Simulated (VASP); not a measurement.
KCd (CsCl type):

```
CELL_PARAMETERS angstrom
4.48254 0.00000 0.00000
0.00000 4.48254 0.00000
0.00000 0.00000 4.48254
ATOMIC_POSITIONS crystal
K 0.00000 0.00000 0.00000
Cd 0.50000 0.50000 0.50000
```

```yaml
Program: VASP 6.6.1
Task: relaxation of cell and atoms
Functional: PBE
Potentials_or_basis: VASP PAW PBE potentials, release 64 (K_sv, Cd)
Cutoff: 600 eV
k_mesh: 9 × 9 × 9
Occupations: gaussian, width 0.05 eV
Spin: no spin polarisation
```

At the start: pressure -0.7 GPa; volume 45.03 Å³/atom.

**Question.** How do energy, volume and symmetry change on relaxing?

**Answer.** Over 3 steps the energy falls by 10.3 meV/atom and the volume is 41.33 Å³/atom (-8.2 %); space group Pm-3m (No. 221, to 0.1 Å) before and after.

Step by step:
```
step  energy change (eV)  largest force (eV/Å)  pressure (GPa)  volume (Å³)
   1              0.0000                0.0000           -0.71        90.07
   2             -0.0102                0.0000           -0.54        87.48
   3             -0.0205                0.0000           -0.12        82.65
```

Final structure:
```yaml
crystal:
  lattice:
    - [4.35599, 0.00000, 0.00000]
    - [0.00000, 4.35599, 0.00000]
    - [0.00000, 0.00000, 4.35599]
  atoms:
    - { symbol: K, position: [0.00000, 0.00000, 0.00000] }
    - { symbol: Cd, position: [0.50000, 0.50000, 0.50000] }
```
